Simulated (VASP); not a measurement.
# SiO2 (P-4m2) in VASP: notebook, part 2 of 2

VASP 6.6.1. Earlier steps stand in the parts before.

### Step 4. Single point, LDA (volume scaled by 1.06, then relaxed in part)

INCAR reads:

```
  PREC = Accurate
  ENCUT = 520
  EDIFF = 1E-7
  ISMEAR = 0
  SIGMA = 0.02
  LREAL = Auto
  LASPH = T
  NELM = 100
  ALGO = Normal
  ISIF = 2
  LWAVE = F
  LCHARG = F
  NBANDS = 53
```

KPOINTS reads:

```
regular mesh
0
Gamma
  4 4 4
```

POSCAR reads:

```
SiO2
1.0
    7.0094799209      0.0000000000      0.0000000000
    0.0000000000      7.0094799209      0.0000000000
    0.0000000000      0.0000000000      6.5492290688
Si O
5 10
Direct
    0.2683786238      0.0000000000      0.1190776388
    0.0000000000      0.7316213762      0.8809223612
    0.0000000000      0.2683786238      0.8809223612
    0.7316213762      0.0000000000      0.1190776388
    0.0000000000      0.0000000000      0.5000000000
    0.1867257316      0.0000000000      0.3519856074
    0.0000000000      0.8132742684      0.6480143926
    0.0000000000      0.1867257316      0.6480143926
    0.8132742684      0.0000000000      0.3519856074
    0.1878758995      0.1878758995      0.0000000000
    0.1878758995      0.8121241005      0.0000000000
    0.8121241005      0.1878758995      0.0000000000
    0.8121241005      0.8121241005      0.0000000000
    0.5000000000      0.0000000000      0.1218257904
    0.0000000000      0.5000000000      0.8781742096
```

Potentials or basis: VASP PAW LDA potentials, release 64 (Si, O).

The run is started by

```console
$ cat potpaw_LDA.64/Si/POTCAR potpaw_LDA.64/O/POTCAR > POTCAR
$ mpirun -np 1 vasp_std > vasp.out
```

OUTCAR:

```text
PREC = Accurate
   ENCUT = 520
   EDIFF = 1E-7
   ISMEAR = 0
   LREAL = Auto
   LASPH = T
   NELM = 100
   ISIF = 2

 ion  position               nearest neighbor table
   1  0.268  0.000  0.119-  14 1.62   6 1.63  11 1.63  10 1.63   2 3.08   3 3.08   5 3.12
   2  0.000  0.732  0.881-  15 1.62   7 1.63  13 1.63  11 1.63   1 3.08   4 3.08   5 3.12
   3  0.000  0.268  0.881-  15 1.62   8 1.63  12 1.63  10 1.63   1 3.08   4 3.08   5 3.12
   4  0.732  0.000  0.119-  14 1.62   9 1.63  13 1.63  12 1.63   2 3.08   3 3.08   5 3.12
   5  0.000  0.000  0.500-   6 1.63   7 1.63   8 1.63   9 1.63   1 3.12   2 3.12   3 3.12   4 3.12

   6  0.187  0.000  0.352-   5 1.63   1 1.63
   7  0.000  0.813  0.648-   5 1.63   2 1.63
   8  0.000  0.187  0.648-   5 1.63   3 1.63
   9  0.813  0.000  0.352-   5 1.63   4 1.63
  10  0.188  0.188  0.000-   1 1.63   3 1.63
  11  0.188  0.812  0.000-   1 1.63   2 1.63
  12  0.812  0.188  0.000-   3 1.63   4 1.63
  13  0.812  0.812  0.000-   2 1.63   4 1.63
  14  0.500  0.000  0.122-   1 1.62   4 1.62
  15  0.000  0.500  0.878-   2 1.62   3 1.62

  LATTYP: Found a simple tetragonal cell.
 ALAT       =     7.0094799209
 C/A-ratio  =     0.9343388016

  Lattice vectors:

 A1 = (   7.0094799209,   0.0000000000,   0.0000000000)
 A2 = (   0.0000000000,   7.0094799209,   0.0000000000)
 A3 = (   0.0000000000,   0.0000000000,   6.5492290688)

Analysis of symmetry for initial positions (statically):
=====================================================================
 Subroutine PRICEL returns:
 Original cell was already a primitive cell.

 Routine SETGRP: Setting up the symmetry group for a
 simple tetragonal supercell.

 Subroutine GETGRP returns: Found  8 space group operations
 (whereof  8 operations were pure point group operations)
 out of a pool of 16 trial point group operations.

The static configuration has the point symmetry D_2d.

Analysis of symmetry for dynamics (positions and initial velocities):
=====================================================================
 Subroutine PRICEL returns:
 Original cell was already a primitive cell.

 Routine SETGRP: Setting up the symmetry group for a
 simple tetragonal supercell.

 Subroutine GETGRP returns: Found  8 space group operations
 (whereof  8 operations were pure point group operations)
 out of a pool of 16 trial point group operations.

The dynamic configuration has the point symmetry D_2d.

 Subroutine INISYM returns: Found  8 space group operations
 (whereof  8 operations are pure point group operations),
 and found     1 'primitive' translations

----------------------------------------------------------------------------------------

                                     Primitive cell

  volume of cell :     321.7820

  direct lattice vectors                    reciprocal lattice vectors
     7.009479921  0.000000000  0.000000000     0.142663937  0.000000000  0.000000000
     0.000000000  7.009479921  0.000000000     0.000000000  0.142663937  0.000000000
[... 89 lines left out ...]
   dimension x,y,z NGX =    54 NGY =   54 NGZ =   50
   dimension x,y,z NGXF=   108 NGYF=  108 NGZF=  100
   ions per type =               5  10
   NGX,Y,Z   is equivalent  to a cutoff of  12.81, 12.81, 12.69 a.u.
   NGXF,Y,Z  is equivalent  to a cutoff of  25.61, 25.61, 25.38 a.u.
 SYSTEM =  unknown system
   PREC   = accura    normal or accurate (medium, high low for compatibility)
   ISTART =      0    job   : 0-new  1-cont  2-samecut
   ICHARG =      2    charge: 1-file 2-atom 10-const
   ISPIN  =      1    spin polarized calculation?
   LNONCOLLINEAR =      F non collinear calculations
   LSORBIT =      F    spin-orbit coupling
   LASPH  =      T    aspherical Exc in radial PAW
   ENCUT  =  520.0 eV  38.22 Ry    6.18 a.u.  13.03 13.03 12.18*2*pi/ulx,y,z
   NELM   =    100;   NELMIN=  2; NELMDL= -5     # of ELM steps
   EDIFF  = 0.1E-06   stopping-criterion for ELM
   LREAL  =      T    real-space projection
   EDIFFG = 0.1E-05   stopping-criterion for IOM
   NSW    =      0    number of steps for IOM
   IBRION =     -1    ionic relax: 0-MD 1-quasi-New 2-CG
   NFREE  =      0    steps in history (QN), initial steepest desc. (CG)
   ISIF   =      2    stress and relaxation
   ISYM   =      2    0-nonsym 1-usesym 2-fastsym
   POTIM  = 0.5000    time-step for ionic-motion
   TEBEG  =    0.0;   TEEND  =   0.0 temperature during run
   PSTRESS=    0.0 pullay stress
   NELECT =      80.0000    total number of electrons
   NUPDOWN=      -1.0000    fix difference up-down
   EMIN   =  10.00;   EMAX   =-10.00  energy-range for DOS
   EFERMI =   0.00;   METHOD = LEGACY
   ISMEAR =     0;   SIGMA  =   0.02  broadening in eV -4-tet -1-fermi 0-gaus
   EFERMI_NEDOS =   21; number of points for ismear=-14 and -15
   IALGO  =     38    algorithm
   IMIX   =      4    mixing-type and parameters
     AMIX     =   0.40;   BMIX     =  1.00
     AMIX_MAG =   1.60;   BMIX_MAG =  1.00
  volume/ion in A,a.u.               =      21.45       144.77
  Fermi-wavevector in a.u.,A,eV,Ry     =   1.029400  1.945284 14.417614  1.059665
  Thomas-Fermi vector in A             =   2.163446
   LORBIT       =      0    0 simple, 1 ext, 2 COOP (PROOUT), +10 PAW based schemes
   GGA     = CA    functional components
   LHFCALC =     F    Hartree Fock is set to
   AEXX    =    0.0000 exact exchange contribution
   IVDW    =     0    specifies the selected vdW correction
   LEPSILON=     F    determine dielectric tensor
   LRPA    =     F    only Hartree local field effects (RPA)
 non-spin polarized calculation
 Gauss-broadening in eV      SIGMA  =   0.02
  energy-cutoff  :      520.00
  volume of cell :      321.78
 maximum number of plane-waves:      8744
 NGX is ok and might be reduce to    54
   NGX = 27   NGY = 27   NGZ = 25

 number of electron      80.0000016 magnetization

 Free energy of the ion-electron system (eV)
  ---------------------------------------------------
  ext. energy  EPLUGINS =         0.00000000
  ---------------------------------------------------
  free energy    TOTEN  =      -129.01370664 eV

  energy without entropy =     -129.01370664  energy(sigma->0) =     -129.01370664

 E-fermi :  -2.5520     XC(G=0):  -6.6280

 val. band max:       -2.6373258402   @ k =   0.5000   0.5000   0.0000
 cond. band min:       2.8079194874   @ k =   0.0000   0.0000   0.0000
 fundamental gap:      5.4452453276
 Fermi energy:        -2.5519713305

 k-point     1 :       0.0000    0.0000    0.0000
  band No.  band energies     occupation
      1     -21.8008      2.00000
      2     -20.6837      2.00000
      3     -20.5979      2.00000
      4     -20.5760      2.00000
      5     -20.5760      2.00000
      6     -19.8754      2.00000
[... 979 lines left out ...]
     51       6.5085      0.00000
     52       6.9229      0.00000
 [bands above 52 left out]

------------------------ aborting loop because EDIFF is reached ----------------------------------------

  FORCE on cell =-STRESS in cart. coord.  units (eV):
  Direction    XX          YY          ZZ          XY          YZ          ZX
  --------------------------------------------------------------------------------------
  -------------------------------------------------------------------------------------
  Total       -9.0333169     -9.0333169     -8.8514593      0.0000000      0.0000000      0.0000000
  in kB      -44.9775770    -44.9775770    -44.0720938      0.0000000      0.0000000      0.0000000
  external PRESSURE =     -44.6757493 kB  Pullay stress =       0.0000000 kB

 VOLUME and BASIS-vectors are now :
 -----------------------------------------------------------------------------
  energy-cutoff  :      520.00
  volume of cell :      321.78
      direct lattice vectors                 reciprocal lattice vectors
     7.009479921  0.000000000  0.000000000     0.142663937  0.000000000  0.000000000
     0.000000000  7.009479921  0.000000000     0.000000000  0.142663937  0.000000000
     0.000000000  0.000000000  6.549229069     0.000000000  0.000000000  0.152689727

 POSITION                                       TOTAL-FORCE (eV/Angst)
 -----------------------------------------------------------------------------------
      1.88119      0.00000      0.77987         0.081088      0.000000      0.019412
      0.00000      5.12829      5.76936        -0.000000     -0.081088     -0.019412
      0.00000      1.88119      5.76936        -0.000000      0.081088     -0.019412
      5.12829      0.00000      0.77987        -0.081088     -0.000000      0.019412
      0.00000      0.00000      3.27461        -0.000000      0.000000     -0.000000
      1.30885      0.00000      2.30523         0.011572      0.000000      0.009955
      0.00000      5.70063      4.24399        -0.000000     -0.011572     -0.009955
      0.00000      1.30885      4.24399        -0.000000      0.011572     -0.009955
      5.70063      0.00000      2.30523        -0.011572     -0.000000      0.009955
      1.31691      1.31691      0.00000         0.010337      0.010337     -0.000000
      1.31691      5.69257      0.00000         0.010337     -0.010337     -0.000000
      5.69257      1.31691      0.00000        -0.010337      0.010337     -0.000000
      5.69257      5.69257      0.00000        -0.010337     -0.010337     -0.000000
      3.50474      0.00000      0.79787        -0.000000      0.000000     -0.007470
      0.00000      3.50474      5.75136        -0.000000      0.000000      0.007470
 -----------------------------------------------------------------------------------
    total drift:                                0.000000      0.000000      0.000000

  FREE ENERGIE OF THE ION-ELECTRON SYSTEM (eV)
  ---------------------------------------------------
  free  energy   TOTEN  =      -129.0137066415 eV

  energy  without entropy=     -129.0137066415  energy(sigma->0) =     -129.01370664
```

Wall time 14 min (1 thread of Intel Xeon 6975P-C, shared host); peak memory 0.38 GiB.

Results:

```yaml
Free_energy: -129.0137 eV
Pressure: -4.5 GPa
Largest_force: 0.083 eV/Å
Band_gap_on_the_k_mesh: 5.45 eV, indirect (least direct gap 5.49 eV)
```

Forces on the atoms (eV/Å):
```
Si   0.081  0.000  0.019
Si   0.000 -0.081 -0.019
Si   0.000  0.081 -0.019
Si  -0.081  0.000  0.019
Si   0.000  0.000  0.000
O    0.012  0.000  0.010
O    0.000 -0.012 -0.010
O    0.000  0.012 -0.010
O   -0.012  0.000  0.010
O    0.010  0.010  0.000
O    0.010 -0.010  0.000
O   -0.010  0.010  0.000
O   -0.010 -0.010  0.000
O    0.000  0.000 -0.007
O    0.000  0.000  0.007
```

Levels at points of the mesh, in eV from the valence-band top:
```csv
k point,band 38,band 39,band 40,band 41,band 42,band 43
"(0.00, 0.00, 0.00)",-0.67,-0.67,-0.05,5.45,7.95,8.23
"(0.50, 0.00, 0.00)",-0.52,-0.31,-0.02,6.19,6.97,8.28
"(0.50, 0.50, 0.00)",-0.33,-0.33,0.00,7.05,7.40,7.40
"(0.00, 0.00, 0.50)",-0.55,-0.41,-0.41,6.42,6.97,8.40
"(0.50, 0.00, 0.50)",-0.41,-0.40,-0.15,7.04,7.47,7.64
"(0.50, 0.50, 0.50)",-0.26,-0.15,-0.15,7.50,7.50,8.05
```

 A k mesh can miss the band edges.

### Step 5. Single point, LDA (volume scaled by 1.10, then relaxed in part)

INCAR reads:

```
PREC = Accurate
ENCUT = 520
EDIFF = 1E-6
ISMEAR = 0
SIGMA = 0.02
LREAL = Auto
LASPH = T
NELM = 100
ALGO = Normal
ISIF = 2
LWAVE = F
LCHARG = F
NBANDS = 53
```

KPOINTS reads:

```
Automatic mesh
0
Gamma
  4 4 4
```

POSCAR reads:

```
SiO2
1.0
    7.0926577670      0.0000000000      0.0000000000
    0.0000000000      7.0926577670      0.0000000000
    0.0000000000      0.0000000000      6.6378981267
Si O
5 10
Direct
    0.2676805409      0.0000000000      0.1188676441
    0.0000000000      0.7323194591      0.8811323559
    0.0000000000      0.2676805409      0.8811323559
    0.7323194591      0.0000000000      0.1188676441
    0.0000000000      0.0000000000      0.5000000000
    0.1838085878      0.0000000000      0.3495348098
    0.0000000000      0.8161914122      0.6504651902
    0.0000000000      0.1838085878      0.6504651902
    0.8161914122      0.0000000000      0.3495348098
    0.1856245110      0.1856245110      0.0000000000
    0.1856245110      0.8143754890      0.0000000000
    0.8143754890      0.1856245110      0.0000000000
    0.8143754890      0.8143754890      0.0000000000
    0.5000000000      0.0000000000      0.1219109857
    0.0000000000      0.5000000000      0.8780890143
```

Potentials or basis: VASP PAW LDA potentials, release 64 (Si, O).

The run is started by

```console
$ cat potpaw_LDA.64/Si/POTCAR potpaw_LDA.64/O/POTCAR > POTCAR
$ mpirun -np 1 vasp_std > vasp.out
```

OUTCAR:

```text
PREC = Accurate
   ENCUT = 520
   EDIFF = 1E-6
   ISMEAR = 0
   LREAL = Auto
   LASPH = T
   NELM = 100
   ISIF = 2

 ion  position               nearest neighbor table
   1  0.268  0.000  0.119-  10 1.64  11 1.64   6 1.64  14 1.65   2 3.11   3 3.11
   2  0.000  0.732  0.881-  11 1.64  13 1.64   7 1.64  15 1.65   1 3.11   4 3.11
   3  0.000  0.268  0.881-  10 1.64  12 1.64   8 1.64  15 1.65   1 3.11   4 3.11
   4  0.732  0.000  0.119-  12 1.64  13 1.64   9 1.64  14 1.65   2 3.11   3 3.11
   5  0.000  0.000  0.500-   6 1.64   7 1.64   8 1.64   9 1.64
[... 1227 lines left out ...]
      direct lattice vectors                 reciprocal lattice vectors
     7.092657767  0.000000000  0.000000000     0.140990872  0.000000000  0.000000000
     0.000000000  7.092657767  0.000000000     0.000000000  0.140990872  0.000000000
     0.000000000  0.000000000  6.637898127     0.000000000  0.000000000  0.150650098

 POSITION                                       TOTAL-FORCE (eV/Angst)
 -----------------------------------------------------------------------------------
      1.89857      0.00000      0.78903         0.080998      0.000000      0.020890
      0.00000      5.19409      5.84887        -0.000000     -0.080998     -0.020890
      0.00000      1.89857      5.84887        -0.000000      0.080998     -0.020890
      5.19409      0.00000      0.78903        -0.080998      0.000000      0.020890
      0.00000      0.00000      3.31895        -0.000000      0.000000      0.000000
      1.30369      0.00000      2.32018         0.011719      0.000000      0.009293
      0.00000      5.78897      4.31772        -0.000000     -0.011719     -0.009293
      0.00000      1.30369      4.31772        -0.000000      0.011719     -0.009293
      5.78897      0.00000      2.32018        -0.011719      0.000000      0.009293
      1.31657      1.31657      0.00000         0.012054      0.012054      0.000000
      1.31657      5.77609      0.00000         0.012054     -0.012054      0.000000
      5.77609      1.31657      0.00000        -0.012054      0.012054      0.000000
      5.77609      5.77609      0.00000        -0.012054     -0.012054      0.000000
      3.54633      0.00000      0.80923        -0.000000      0.000000      0.004782
      0.00000      3.54633      5.82867        -0.000000      0.000000     -0.004782
 -----------------------------------------------------------------------------------
    total drift:                                0.000000      0.000000     -0.000000

  FREE ENERGIE OF THE ION-ELECTRON SYSTEM (eV)
  ---------------------------------------------------
  free  energy   TOTEN  =      -128.5758361302 eV

  energy  without entropy=     -128.5758361302  energy(sigma->0) =     -128.57583613
```

Run time: 13 min. Hardware: 1 thread of Intel Xeon 6975P-C, shared host; peak memory 0.38 GiB.

What came out:

- Free energy: -128.5758 eV
- Pressure: -7.2 GPa
- Largest force: 0.084 eV/Å
- Band gap on the k mesh: 5.23 eV, indirect (least direct gap 5.27 eV)

Forces in eV/Å, atoms in the order of the input:
```
Si   0.081  0.000  0.021
Si   0.000 -0.081 -0.021
Si   0.000  0.081 -0.021
Si  -0.081  0.000  0.021
Si   0.000  0.000  0.000
O    0.012  0.000  0.009
O    0.000 -0.012 -0.009
O    0.000  0.012 -0.009
O   -0.012  0.000  0.009
O    0.012  0.012  0.000
O    0.012 -0.012  0.000
O   -0.012  0.012  0.000
O   -0.012 -0.012  0.000
O    0.000  0.000  0.005
O    0.000  0.000 -0.005
```

 A k mesh can miss the band edges.

### Step 6. Single point, LDA (volume scaled by 0.88, then relaxed in part)

INCAR reads:

```
ALGO = Normal ; EDIFF = 1E-6
ENCUT = 520 ; GGA = CA
ISIF = 2 ; ISMEAR = 0
LASPH = T ; LCHARG = T
LELF = T ; LREAL = Auto
LVHAR = T ; LWAVE = F
NBANDS = 53 ; NELM = 100
PREC = Accurate ; SIGMA = 0.02
```

KPOINTS reads:

```
k-points
0
Gamma
  4 4 4
```

POSCAR reads:

```
SiO2
1.0
    6.7200883853      0.0000000000      0.0000000000
    0.0000000000      6.7200883853      0.0000000000
    0.0000000000      0.0000000000      5.9154611911
Si O
5 10
Direct
    0.2723569601      0.0000000000      0.1184846155
    0.0000000000      0.7276430399      0.8815153845
    0.0000000000      0.2723569601      0.8815153845
    0.7276430399      0.0000000000      0.1184846155
    0.0000000000      0.0000000000      0.5000000000
    0.2090459082      0.0000000000      0.3750938919
    0.0000000000      0.7909540918      0.6249061081
    0.0000000000      0.2090459082      0.6249061081
    0.7909540918      0.0000000000      0.3750938919
    0.1977658900      0.1977658900      0.0000000000
    0.1977658900      0.8022341100      0.0000000000
    0.8022341100      0.1977658900      0.0000000000
    0.8022341100      0.8022341100      0.0000000000
    0.5000000000      0.0000000000      0.0976171438
    0.0000000000      0.5000000000      0.9023828562
```

Potentials or basis: VASP PAW LDA potentials, release 64 (Si, O).

The run is started by

```console
$ cat potpaw_LDA.64/Si/POTCAR potpaw_LDA.64/O/POTCAR > POTCAR
$ mpirun -np 1 vasp_std > vasp.out
```

Wall time 3.1 min (1 thread of Intel Xeon 6975P-C (Granite Rapids), shared host); peak memory 0.34 GiB.

It converged, with:

| Quantity | Value |
| --- | --- |
| Free energy | -127.8036 eV |
| Pressure | 12.2 GPa |
| Largest force | 0.112 eV/Å |
| Band gap on the k mesh | 5.42 eV, indirect (least direct gap 5.49 eV) |

Forces in eV/Å, atoms in the order of the input:
```
Si   0.112  0.000  0.005
Si   0.000 -0.112 -0.005
Si   0.000  0.112 -0.005
Si  -0.112  0.000  0.005
Si   0.000  0.000  0.000
O    0.030  0.000  0.028
O    0.000 -0.030 -0.028
O    0.000  0.030 -0.028
O   -0.030  0.000  0.028
O    0.010  0.010  0.000
O    0.010 -0.010  0.000
O   -0.010  0.010  0.000
O   -0.010 -0.010  0.000
O    0.000  0.000  0.004
O    0.000  0.000 -0.004
```

Levels at points of the mesh, in eV from the valence-band top:
| k point | band 38 | band 39 | band 40 | band 41 | band 42 | band 43 |
| --- | --- | --- | --- | --- | --- | --- |
| (0.00, 0.00, 0.00) | -1.09 | -1.09 | -0.06 | 5.42 | 8.13 | 8.30 |
| (0.50, 0.00, 0.00) | -0.79 | -0.71 | -0.03 | 6.06 | 7.22 | 8.35 |
| (0.50, 0.50, 0.00) | -0.70 | -0.59 | 0.00 | 6.55 | 7.95 | 7.96 |
| (0.00, 0.00, 0.50) | -0.97 | -0.64 | -0.64 | 6.47 | 7.15 | 8.33 |
| (0.50, 0.00, 0.50) | -0.64 | -0.58 | -0.50 | 6.88 | 7.61 | 8.09 |
| (0.50, 0.50, 0.50) | -0.49 | -0.49 | -0.44 | 7.11 | 7.91 | 8.48 |

 A k mesh can miss the band edges.

### Step 7. Summary

| cell | gap on the mesh (eV) | pressure (GPa) | largest force (eV/Å) |
| --- | --- | --- | --- |
| a = 6.911, b = 6.911, c = 6.419 Å, 15 atoms | 5.61 | -0.5 | 0.08 |
| a = 6.948, b = 6.948, c = 6.477 Å, 15 atoms | 5.56 | -2.2 | 0.09 |
| a = 7.009, b = 7.009, c = 6.549 Å, 15 atoms | 5.45 | -4.5 | 0.08 |
| a = 7.093, b = 7.093, c = 6.638 Å, 15 atoms | 5.23 | -7.2 | 0.08 |
| a = 6.720, b = 6.720, c = 5.915 Å, 15 atoms | 5.42 | 12.2 | 0.11 |

Alike in all rows: task single point; level LDA; potentials or basis VASP PAW LDA potentials, release 64 (Si, O); no spin polarisation; k mesh 4 × 4 × 4; cutoff (eV) 520; smearing gaussian 0.02 eV.

Total energies depend on the potentials used, so only differences within one code and one set of settings carry meaning.
